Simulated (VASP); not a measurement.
# ZnSe (F-43m) in VASP: notebook

The runs below take ZnSe through single point, relaxation of cell and atoms, with r2SCAN.

All numbers are computed with VASP 6.6.1; they aren't measurements. Logs are shortened: lines on timing, memory, paths and dates and some standing lists are left out, and cuts for length are marked.

### 1 The cell of the first run

Symmetry: F-43m, No. 216, cubic system. Conventional cell: a = 5.727 Å, b = 5.727 Å, c = 5.727 Å, α = 90.00°, β = 90.00°, γ = 90.00°. Within 3.3 Å of Zn (site symmetry -43m) lie 4 Se at 2.48 Å. Se (site symmetry -43m) has 4 Zn at 2.48 Å within 3.3 Å.

### 2 Single point, r2SCAN

Contents of POSCAR:

```
ZnSe
1.0
    2.8633918905      2.8633918905      0.0000000000
   -2.8633918905      2.8633918905      0.0000000000
    0.0000000000      2.8633918905      2.8633918905
Zn Se
1 1
Direct
    0.0000000000      0.0000000000      0.0000000000
    0.7500000000      0.2500000000      0.5000000000
```

Contents of INCAR.step1:

```
  ALGO = Normal
  EDIFF = 1E-4
  ENCUT = 520
  GGA = PE
  ISMEAR = 0
  LASPH = True
  LCHARG = False
  LREAL = False
  LWAVE = True
  NBANDS = 16
  NELM = 80
  PREC = Accurate
  SIGMA = 0.01
```

Contents of INCAR.step2:

```
  ALGO = Normal
  EDIFF = 1E-6
  ENCUT = 520
  ISIF = 2
  ISMEAR = 0
  ISTART = 1
  LASPH = True
  LCHARG = True
  LELF = True
  LMIXTAU = True
  LREAL = False
  LVHAR = True
  LWAVE = False
  METAGGA = R2SCAN
  NBANDS = 16
  NELM = 80
  PREC = Accurate
  SIGMA = 0.01
```

Contents of KPOINTS:

```
k-points
0
Gamma
  8 8 8
```

Potentials or basis: VASP PAW PBE potentials, release 64 (Zn, Se).

Launch:

```sh
$ cat potpaw_PBE.64/Zn/POTCAR potpaw_PBE.64/Se/POTCAR > POTCAR
$ cp INCAR.step1 INCAR
$ mpirun -np 1 vasp_std > vasp.out
$ cp INCAR.step2 INCAR
$ mpirun -np 1 vasp_std > vasp.out
```

OUTCAR:

```text
EDIFF = 1E-6
   ENCUT = 520
   ISIF = 2
   ISMEAR = 0
   ISTART = 1
   LASPH = True
   LREAL = False
   METAGGA = R2SCAN
   NELM = 80
   PREC = Accurate

 ion  position               nearest neighbor table
   1  0.000  0.000  0.000-   2 2.48   2 2.48   2 2.48   2 2.48
   2  0.750  0.250  0.500-   1 2.48   1 2.48   1 2.48   1 2.48

  LATTYP: Found a face centered cubic cell.
 ALAT       =     5.7267837810

  Lattice vectors:

 A1 = (   0.0000000000,   2.8633918905,   2.8633918905)
 A2 = (   2.8633918905,   0.0000000000,   2.8633918905)
 A3 = (   2.8633918905,   2.8633918905,   0.0000000000)

Analysis of symmetry for initial positions (statically):
=====================================================================
 Subroutine PRICEL returns:
 Original cell was already a primitive cell.

 Routine SETGRP: Setting up the symmetry group for a
 face centered cubic supercell.

 Subroutine GETGRP returns: Found 24 space group operations
 (whereof 24 operations were pure point group operations)
 out of a pool of 48 trial point group operations.

The static configuration has the point symmetry T_d .

Analysis of symmetry for dynamics (positions and initial velocities):
=====================================================================
 Subroutine PRICEL returns:
 Original cell was already a primitive cell.

 Routine SETGRP: Setting up the symmetry group for a
 face centered cubic supercell.

 Subroutine GETGRP returns: Found 24 space group operations
 (whereof 24 operations were pure point group operations)
 out of a pool of 48 trial point group operations.

The dynamic configuration has the point symmetry T_d .

 Subroutine INISYM returns: Found 24 space group operations
 (whereof 24 operations are pure point group operations),
 and found     1 'primitive' translations

----------------------------------------------------------------------------------------

                                     Primitive cell

  volume of cell :      46.9540

  direct lattice vectors                    reciprocal lattice vectors
     2.863391890  2.863391890  0.000000000     0.174618082  0.174618082 -0.174618082
    -2.863391890  2.863391890  0.000000000    -0.174618082  0.174618082 -0.174618082
     0.000000000  2.863391890  2.863391890     0.000000000  0.000000000  0.349236164

  length of vectors
     4.049447646  4.049447646  4.049447646     0.302447390  0.302447390  0.349236164

  position of ions in fractional coordinates (direct lattice)
     0.000000000  0.000000000  0.000000000
     0.750000000  0.250000000  0.500000000

  ion indices of the primitive-cell ions
   primitive index   ion index
                 1           1
                 2           2

----------------------------------------------------------------------------------------

 KPOINTS: k-points

Automatic generation of k-mesh.
 Grid dimensions read from file:
 generate k-points for:    8    8    8

 Generating k-lattice:

  Cartesian coordinates                     Fractional coordinates (reciprocal lattice)
     0.021827260  0.021827260 -0.021827260     0.125000000  0.000000000  0.000000000
    -0.021827260  0.021827260 -0.021827260     0.000000000  0.125000000  0.000000000
     0.000000000  0.000000000  0.043654521     0.000000000  0.000000000  0.125000000

  Length of vectors
     0.037805924  0.037805924  0.043654521

  Shift w.r.t. Gamma in fractional coordinates (k-lattice)
     0.000000000  0.000000000  0.000000000

 Subroutine IBZKPT returns following result:
 ===========================================

 Found     29 irreducible k-points:

 Following reciprocal coordinates:
            Coordinates               Weight
  0.000000  0.000000  0.000000      1.000000
  0.125000  0.000000  0.000000      8.000000
  0.250000  0.000000  0.000000      8.000000
  0.375000  0.000000  0.000000      8.000000
  0.500000  0.000000  0.000000      4.000000
  0.125000  0.125000  0.000000     12.000000
[... 16 lines left out ...]
  0.375000  0.250000  0.125000     48.000000
  0.500000  0.250000  0.125000     24.000000
 [... further k-points ...]
   k-points           NKPTS =     29   k-points in BZ     NKDIM =     29   number of bands    NBANDS=     16
   number of dos      NEDOS =    301   number of ions     NIONS =      2
   total plane-waves  NPLWV =  27000
   dimension x,y,z NGX =    30 NGY =   30 NGZ =   30
   dimension x,y,z NGXF=    60 NGYF=   60 NGZF=   60
   ions per type =               1   1
   NGX,Y,Z   is equivalent  to a cutoff of  12.32, 12.32, 12.32 a.u.
   NGXF,Y,Z  is equivalent  to a cutoff of  24.63, 24.63, 24.63 a.u.
 SYSTEM =  unknown system
   PREC   = accura    normal or accurate (medium, high low for compatibility)
   ISTART =      1    job   : 0-new  1-cont  2-samecut
   ICHARG =      0    charge: 1-file 2-atom 10-const
   ISPIN  =      1    spin polarized calculation?
   LNONCOLLINEAR =      F non collinear calculations
   LSORBIT =      F    spin-orbit coupling
   LASPH  =      T    aspherical Exc in radial PAW
   ENCUT  =  520.0 eV  38.22 Ry    6.18 a.u.   7.53  7.53  7.53*2*pi/ulx,y,z
   NELM   =     80;   NELMIN=  2; NELMDL=  0     # of ELM steps
   EDIFF  = 0.1E-05   stopping-criterion for ELM
   LREAL  =      F    real-space projection
   EDIFFG = 0.1E-04   stopping-criterion for IOM
   NSW    =      0    number of steps for IOM
   IBRION =     -1    ionic relax: 0-MD 1-quasi-New 2-CG
   NFREE  =      0    steps in history (QN), initial steepest desc. (CG)
   ISIF   =      2    stress and relaxation
   ISYM   =      2    0-nonsym 1-usesym 2-fastsym
   POTIM  = 0.5000    time-step for ionic-motion
   TEBEG  =    0.0;   TEEND  =   0.0 temperature during run
   PSTRESS=    0.0 pullay stress
   NELECT =      18.0000    total number of electrons
   NUPDOWN=      -1.0000    fix difference up-down
   EMIN   =  10.00;   EMAX   =-10.00  energy-range for DOS
   EFERMI =   0.00;   METHOD = LEGACY
   ISMEAR =     0;   SIGMA  =   0.01  broadening in eV -4-tet -1-fermi 0-gaus
   EFERMI_NEDOS =   21; number of points for ismear=-14 and -15
   IALGO  =     38    algorithm
   IMIX   =      4    mixing-type and parameters
     AMIX     =   0.40;   BMIX     =  1.00
     AMIX_MAG =   1.60;   BMIX_MAG =  1.00
  volume/ion in A,a.u.               =      23.48       158.43
  Fermi-wavevector in a.u.,A,eV,Ry     =   1.189255  2.247366 19.243084  1.414327
  Thomas-Fermi vector in A             =   2.325366
   LORBIT       =      0    0 simple, 1 ext, 2 COOP (PROOUT), +10 PAW based schemes
   METAGGA = R2SCAN    functional components
   LHFCALC =     F    Hartree Fock is set to
   AEXX    =    0.0000 exact exchange contribution
   IVDW    =     0    specifies the selected vdW correction
   LEPSILON=     F    determine dielectric tensor
   LRPA    =     F    only Hartree local field effects (RPA)
 non-spin polarized calculation
 Gauss-broadening in eV      SIGMA  =   0.01
  energy-cutoff  :      520.00
  volume of cell :       46.95
 maximum number of plane-waves:      1283
   NGX = 15   NGY = 15   NGZ = 15

 number of electron      18.0000018 magnetization

 Free energy of the ion-electron system (eV)
  ---------------------------------------------------
  ext. energy  EPLUGINS =         0.00000000
  ---------------------------------------------------
  free energy    TOTEN  =       -24.90007635 eV

  energy without entropy =      -24.90007635  energy(sigma->0) =      -24.90007635

 E-fermi :   1.1419     XC(G=0):  -9.7687

 val. band max:        1.0347554018   @ k =   0.0000   0.0000   0.0000
 cond. band min:       2.7672475964   @ k =   0.0000   0.0000   0.0000
 fundamental gap:      1.7324921946
 Fermi energy:         1.1419277579

 k-point     1 :       0.0000    0.0000    0.0000
  band No.  band energies     occupation
      1     -12.4765      2.00000
      2      -5.5528      2.00000
      3      -5.5528      2.00000
      4      -5.5527      2.00000
      5      -5.1762      2.00000
      6      -5.1761      2.00000
[... 8 lines left out ...]
     15      12.9982      0.00000
     16      12.9982      0.00000

 k-point     2 :       0.1250    0.0000    0.0000
  band No.  band energies     occupation
      1     -12.3786      2.00000
      2      -5.5418      2.00000
      3      -5.5372      2.00000
      4      -5.5372      2.00000
      5      -5.1774      2.00000
      6      -5.1773      2.00000
[... 8 lines left out ...]
     15      12.2279      0.00000
     16      12.3721      0.00000

 k-point     3 :       0.2500    0.0000    0.0000
  band No.  band energies     occupation
      1     -12.1252      2.00000
      2      -5.5025      2.00000
      3      -5.5025      2.00000
      4      -5.4767      2.00000
      5      -5.1761      2.00000
      6      -5.1760      2.00000
[... 8 lines left out ...]
     15      11.9973      0.00000
     16      12.2825      0.00000

 k-point     4 :       0.3750    0.0000    0.0000
  band No.  band energies     occupation
      1     -11.8425      2.00000
      2      -5.4736      2.00000
      3      -5.4736      2.00000
      4      -5.2772      2.00000
      5      -5.1669      2.00000
      6      -5.1668      2.00000
[... 8 lines left out ...]
     15      13.1412      0.00000
     16      13.1413      0.00000
[... 324 lines left out ...]
 k-point    22 :       0.2500    0.2500    0.1250
  band No.  band energies     occupation
      1     -11.9274      2.00000
      2      -5.4965      2.00000
      3      -5.4500      2.00000
      4      -5.4178      2.00000
      5      -5.1891      2.00000
      6      -5.1534      2.00000
[... 8 lines left out ...]
     15      13.8619      0.00000
     16      15.0421      0.00000

 k-point    23 :       0.3750    0.2500    0.1250
  band No.  band energies     occupation
      1     -11.6919      2.00000
      2      -5.4516      2.00000
      3      -5.4248      2.00000
      4      -5.2796      2.00000
      5      -5.1643      2.00000
      6      -5.1165      2.00000
[... 8 lines left out ...]
     15      14.2216      0.00000
     16      15.2869      0.00000

 k-point    24 :       0.5000    0.2500    0.1250
  band No.  band energies     occupation
      1     -11.5877      2.00000
      2      -5.4432      2.00000
      3      -5.4117      2.00000
      4      -5.2059      2.00000
      5      -5.1700      2.00000
      6      -4.9836      2.00000
[... 8 lines left out ...]
     15      14.3513      0.00000
     16      15.1966      0.00000

 [... further k-points ...]

------------------------ aborting loop because EDIFF is reached ----------------------------------------

  FORCE on cell =-STRESS in cart. coord.  units (eV):
  Direction    XX          YY          ZZ          XY          YZ          ZX
  --------------------------------------------------------------------------------------
  -------------------------------------------------------------------------------------
  Total       -0.5534665     -0.5534665     -0.5534665     -0.0000000     -0.0000000      0.0000000
  in kB      -18.8855479    -18.8855479    -18.8855479     -0.0000000     -0.0000000      0.0000000
  external PRESSURE =     -18.8855479 kB  Pullay stress =       0.0000000 kB

 VOLUME and BASIS-vectors are now :
 -----------------------------------------------------------------------------
  energy-cutoff  :      520.00
  volume of cell :       46.95
      direct lattice vectors                 reciprocal lattice vectors
     2.863391890  2.863391890  0.000000000     0.174618082  0.174618082 -0.174618082
    -2.863391890  2.863391890  0.000000000    -0.174618082  0.174618082 -0.174618082
     0.000000000  2.863391890  2.863391890     0.000000000  0.000000000  0.349236164

 POSITION                                       TOTAL-FORCE (eV/Angst)
 -----------------------------------------------------------------------------------
      0.00000      0.00000      0.00000         0.000000     -0.000000      0.000000
      1.43170      4.29509      1.43170        -0.000000      0.000000      0.000000
 -----------------------------------------------------------------------------------
    total drift:                               -0.000038      0.000000     -0.000000

  FREE ENERGIE OF THE ION-ELECTRON SYSTEM (eV)
  ---------------------------------------------------
  free  energy   TOTEN  =       -24.9000763469 eV

  energy  without entropy=      -24.9000763469  energy(sigma->0) =      -24.90007635
```

It took 92 s on 1 thread of Intel Xeon Platinum 8375C at 2.90GHz (Ice Lake), shared host; peak memory 0.18 GiB.

Results:

- Free energy: -24.9001 eV
- Pressure: -1.9 GPa
- Band gap on the k mesh: 1.73 eV

Caveat: the PAW data sets were made with another functional, which shifts forces and pressure a little.

### 3 Single point, r2SCAN

This run uses another cell than the first one, of 22.74 Å³/atom.

Contents of POSCAR:

```
ZnSe
1.0
    2.8329297571      2.8329297571      0.0000000000
   -2.8329297571      2.8329297571      0.0000000000
    0.0000000000      2.8329297571      2.8329297571
Zn Se
1 1
Direct
    0.0000000000      0.0000000000      0.0000000000
    0.7500000000      0.2500000000      0.5000000000
```

Contents of INCAR.step1:

```
SYSTEM = ZnSe
ALGO = Normal
EDIFF = 1E-4
ENCUT = 520
GGA = PE
ISMEAR = -1
LASPH = .True.
LCHARG = .False.
LREAL = .False.
LWAVE = .True.
NBANDS = 16
NELM = 100
PREC = Accurate
SIGMA = 0.05
```

Contents of INCAR.step2:

```
SYSTEM = ZnSe
ALGO = Normal
EDIFF = 1E-6
ENCUT = 520
ISIF = 2
ISMEAR = -1
ISTART = 1
LASPH = .True.
LCHARG = .False.
LMIXTAU = .True.
LREAL = .False.
LWAVE = .False.
METAGGA = R2SCAN
NBANDS = 16
NELM = 100
PREC = Accurate
SIGMA = 0.05
```

Contents of KPOINTS:

```
k-points
0
Gamma
  12 12 12
  0 0 0
```

Potentials or basis: VASP PAW PBE potentials, release 64 (Zn, Se).

Launch:

```sh
$ cat potpaw_PBE.64/Zn/POTCAR potpaw_PBE.64/Se/POTCAR > POTCAR
$ cp INCAR.step1 INCAR
$ mpirun -np 1 vasp_std > vasp.out
$ cp INCAR.step2 INCAR
$ mpirun -np 1 vasp_std > vasp.out
```

Wall time 3.1 min (1 thread of Intel Xeon Platinum 8375C at 2.90GHz (Ice Lake), shared host); peak memory 0.2 GiB.

It converged, with:

| Property | Result |
| --- | --- |
| Free energy | -24.9097 eV |
| Pressure | 0.1 GPa |
| Band gap on the k mesh | 1.87 eV |

Levels at points of the mesh, in eV from the valence-band top:
```tsv
k point	band 5	band 6	band 7	band 8	band 9	band 10	band 11	band 12	band 13	band 14
(0.00, 0.00, 0.00)	-6.29	-6.29	0.00	0.00	0.00	1.87	6.32	6.32	6.32	10.59
(0.50, 0.00, 0.00)	-6.27	-6.13	-5.31	-0.88	-0.88	3.05	6.87	6.87	9.08	11.71
(0.50, 0.50, 0.00)	-6.24	-6.11	-4.80	-2.24	-2.24	3.33	3.87	11.51	12.07	12.07
```

Caveat: the PAW data sets were made with another functional, which shifts forces and pressure a little.

### 4 Relaxation of cell and atoms, r2SCAN, target pressure -2 GPa, at which the enthalpy is minimised

This run uses another cell than the first one, of 22.74 Å³/atom.

POSCAR is that of step 3.

Contents of INCAR.step1:

```
SYSTEM = ZnSe
  PREC = Accurate
  ENCUT = 600
  ISMEAR = 0
  SIGMA = 0.01
  LREAL = .False.
  LASPH = .True.
  NELM = 100
  GGA = PE
  ALGO = Normal
  EDIFF = 1E-4
  LWAVE = .True.
  LCHARG = .False.
```

Contents of INCAR.step2:

```
SYSTEM = ZnSe
  PREC = Accurate
  ENCUT = 600
  EDIFF = 1E-6
  ISMEAR = 0
  SIGMA = 0.01
  LREAL = .False.
  LASPH = .True.
  NELM = 100
  ALGO = Normal
  ISIF = 3
  LWAVE = .False.
  LCHARG = .False.
  METAGGA = R2SCAN
  LMIXTAU = .True.
  IBRION = 2
  NSW = 100
  EDIFFG = -0.002
  PSTRESS = -20.0
  ISTART = 1
```

Contents of KPOINTS:

```
Automatic mesh
0
Gamma
  8 8 8
  0 0 0
```

Launch:

```sh
$ cat potpaw_PBE.64/Zn/POTCAR potpaw_PBE.64/Se/POTCAR > POTCAR
$ cp INCAR.step1 INCAR
$ mpirun -np 1 vasp_std > vasp.out
$ cp INCAR.step2 INCAR
$ mpirun -np 1 vasp_std > vasp.out
```

It took 2.8 min on 1 thread of Intel Xeon Platinum 8375C at 2.90GHz (Ice Lake), shared host; peak memory 0.2 GiB.

Results (log left out):

```yaml
Free_energy: -24.9003 eV
Relaxed_volume: 23.51 Å³/atom
Relaxed_cell: a = 4.051 Å, b = 4.051 Å, c = 4.051 Å, α = 60.00°, β = 60.00°, γ = 90.00°
Space_group_after_relaxing_to_0.1_Å: F-43m (No. 216)
Energy_change_on_relaxing_the_run_minimises_the_enthalpy: +5.2 meV/atom
Ionic_steps: 4
Pressure_after_relaxing: -2.0 GPa
Band_gap_on_the_k_mesh: 1.73 eV
```

Step by step:
```
step  energy change (eV)  largest force (eV/Å)  pressure (GPa)  volume (Å³)
   1              0.0000                0.0000            0.04        45.47
   2              0.0160                0.0000           -2.45        47.41
   3              0.0096                0.0000           -1.92        46.95
   4              0.0104                0.0000           -2.00        47.02
```

Final structure:
```cif
data_structure
_symmetry_space_group_name_H-M 'P 1'
_symmetry_Int_Tables_number 1
_cell_length_a 4.0512
_cell_length_b 4.0512
_cell_length_c 4.0512
_cell_angle_alpha 60.000
_cell_angle_beta 60.000
_cell_angle_gamma 90.000
_cell_volume 47.02
loop_
_atom_site_label
_atom_site_type_symbol
_atom_site_fract_x
_atom_site_fract_y
_atom_site_fract_z
_atom_site_occupancy
Zn1 Zn 0.00000 0.00000 0.00000 1
Se1 Se 0.75000 0.25000 0.50000 1
```

Levels at points of the mesh, in eV from the valence-band top:
```
           k point  band 7  band 8  band 9  band 10  band 11  band 12
(0.00, 0.00, 0.00)    0.00    0.00    0.00     1.73     6.33     6.33
(0.50, 0.00, 0.00)   -5.09   -0.84   -0.84     2.99     6.87     6.87
(0.50, 0.50, 0.00)   -4.65   -2.11   -2.11     3.41     3.87    11.25
```

Caveat: the cell is relaxed towards a set pressure, so the run minimises the enthalpy, not the energy; the PAW data sets were made with another functional, which shifts forces and pressure a little.

### 5 Overview

| task | cell | k mesh | cutoff (eV) | smearing | gap on the mesh (eV) | pressure (GPa) |
| --- | --- | --- | --- | --- | --- | --- |
| single point | a = 4.049 Å, angles 60.0, 60.0, 90.0°, 2 atoms | 8 × 8 × 8 | 520 | gaussian 0.01 eV | 1.73 | -1.9 |
| single point | a = 4.006 Å, angles 60.0, 60.0, 90.0°, 2 atoms | 12 × 12 × 12 | 520 | fermi-dirac 0.05 eV | 1.87 | 0.1 |
| relaxation of cell and atoms | relaxed to -2 GPa from a = 4.006 Å, angles 60.0, 60.0, 90.0°, 2 atoms | 8 × 8 × 8 | 600 | gaussian 0.01 eV | 1.73 | -2.0 |

Alike in all rows: level r2SCAN; potentials or basis VASP PAW PBE potentials, release 64 (Zn, Se); no spin polarisation.

Caveats: the PAW data sets were made with another functional, which shifts forces and pressure a little; the cell is relaxed towards a set pressure, so the run minimises the enthalpy, not the energy (at least some runs).

Total energies depend on the potentials used, so only differences within one code and one set of settings carry meaning.
